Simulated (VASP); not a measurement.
Write the native input for VASP 6.6.1 that does the following.

| Quantity | Value |
| --- | --- |
| Task | electric field gradients |
| Functional | PBEsol |
| Potentials or basis | VASP PAW PBE potentials, release 64 (Al, N) |
| Cutoff | 520 eV |
| k mesh | 10 × 10 × 6 |
| Occupations | fermi-dirac, width 0.03 eV |
| Spin | no spin polarisation |
| Dipole correction | no |
| Further INCAR settings | ALGO = Normal; EDIFF = 1e-08; NBANDS = 16 |

The structure of AlN lies in POSCAR:

```
AlN
1.0
    3.0474944919      0.0000000000      0.0000000000
   -1.5237472460      2.6392076479      0.0000000000
    0.0000000000      0.0000000000      4.8763796492
Al N
2 2
Direct
    0.3333333333      0.6666666667      0.0000000000
    0.6666666667      0.3333333333      0.5000000000
    0.3333333333      0.6666666667      0.3850000000
    0.6666666667      0.3333333333      0.8850000000
```

This cell differs from its parent crystal: volume scaled by 0.94.

One way to write it, as run:

INCAR

```
PREC     = Accurate       # precision mode
ENCUT    = 520            # plane-wave cutoff, eV
EDIFF    = 1E-8           # SCF threshold, eV
ISMEAR   = -1             # smearing method
SIGMA    = 0.03           # smearing width, eV
LREAL    = False          # projectors in reciprocal space
LASPH    = True           # aspherical terms in the spheres
NELM     = 80             # most SCF steps
ALGO     = Normal         # electronic algorithm
ISIF     = 2              # what is computed and relaxed
LWAVE    = False          # write WAVECAR
LCHARG   = False          # write CHGCAR
GGA      = PS             # functional
LEFG     = True         
NBANDS   = 16             # bands
```

KPOINTS

```
Automatic mesh
0
Gamma
  10 10 6
```

Potentials or basis: VASP PAW PBE potentials, release 64 (Al, N).

The run is started by

```bash
$ cat potpaw_PBE.64/Al/POTCAR potpaw_PBE.64/N/POTCAR > POTCAR
$ mpirun -np 1 vasp_std > vasp.out
```

Results of the run:

- Pressure: 14.8 GPa
- Largest force: 0.182 eV/Å
- Band gap on the k mesh: 4.64 eV, direct

Caveat: without QUAD_EFG the Cq values of the log hold for a quadrupole moment of 1 mb, not for the nuclei; the PAW data sets were made with another functional, which shifts forces and pressure a little.

It took 25 s on 1 thread of Intel(R) Xeon(R) Platinum 8259CL CPU @ 2.50GHz (Skylake/Cascade Lake), with other jobs on the host, peak memory 0.16 GiB.
